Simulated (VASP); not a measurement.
Write the native input for VASP 6.6.1 that does the following.

* Task: relaxation of cell and atoms
* Functional: LDA
* Potentials or basis: VASP PAW LDA potentials, release 64 (C)
* Cutoff: 600 eV
* k mesh: 12 × 12 × 12
* Occupations: gaussian, width 0.02 eV
* Spin: no spin polarisation
* Dipole correction: no
* Further INCAR settings: ALGO = Normal; EDIFF = 1e-07; IBRION = 2; EDIFFG = -0.002; NSW = 100; ISIF = 3

The structure of C lies in POSCAR:

```
C
1.0
    0.0000000000      1.7657957124      1.7657957124
    1.7657957124      0.0000000000      1.7657957124
    1.7657957124      1.7657957124      0.0000000000
C
2
Direct
    0.0000000000      0.0000000000      0.0000000000
    0.2500000000      0.2500000000      0.2500000000
```

One way to write it, as run:

INCAR

```
SYSTEM = C
PREC = Accurate
ENCUT = 600
EDIFF = 1E-7
ISMEAR = 0
SIGMA = 0.02
LREAL = .False.
LASPH = .True.
NELM = 120
ALGO = Normal
ISIF = 3
LWAVE = .False.
LCHARG = .False.
GGA = CA
IBRION = 2
NSW = 100
EDIFFG = -0.002
GGA_COMPAT = .False.
NELMIN = 4
```

KPOINTS

```
Automatic mesh
0
Gamma
  12 12 12
  0 0 0
```

Potentials or basis: VASP PAW LDA potentials, release 64 (C).

Run with:

```sh
$ cat potpaw_LDA.64/C/POTCAR > POTCAR
$ mpirun -np 1 vasp_std > vasp.out
```

It gave:

The relaxed volume is 5.52 Å³/atom and the relaxed cell is a = 2.499 Å, b = 2.499 Å, c = 2.499 Å, α = 60.00°, β = 60.00°, γ = 60.00°. The space group after relaxing (to 0.05 Å) is Fd-3m (No. 227), the energy gained by relaxing is 0.0 meV/atom and the ionic steps are 3. The pressure after relaxing is 0.0 GPa and the band gap on the k mesh is 4.19 eV, indirect (least direct gap 5.62 eV).

It took 7.6 s on 1 thread of Intel(R) Xeon(R) Platinum 8375C CPU @ 2.90GHz (Ice Lake) (shared host), peak memory 0.11 GiB.
